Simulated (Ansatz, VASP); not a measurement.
## Two plane-wave programs on SiNi3

```xyz
4
Lattice="3.5420 0.0000 0.0000 0.0000 3.5420 0.0000 0.0000 0.0000 3.5420" Properties=species:S:1:pos:R:3 pbc="T T T"
Ni    1.7710    1.7710    0.0000
Ni    1.7710    0.0000    1.7710
Ni    0.0000    1.7710    1.7710
Si    0.0000    0.0000    0.0000
```

Alike in both runs: task single point; functional PBE; k mesh 8 × 8 × 8; occupations fermi-dirac, width 0.05 eV; collinear spin.

```csv
,VASP,Ansatz
version,VASP 6.6.1,Ansatz 0.2.0
potentials or method,"VASP PAW PBE potentials, release 64 (Ni, Si)",Ansatz PAW
plane-wave cutoff (eV),520,420
valence electrons in the cell,34,58
```

|  | VASP | Ansatz | Ansatz less VASP |
| --- | --- | --- | --- |
| gap on the k mesh at the Fermi level (eV) | none | none | - |
| pressure (GPa) | -6.0 | -6.0 | -0.06 |
| net moment per atom (μB) | 0.00 | 0.00 | 0.000 |

A gap of «none» marks a metal or a gap that the smearing closes. VASP's potentials hold 34 valence electrons a cell and Ansatz's 58, so a difference there can come from the potentials and not from the codes.
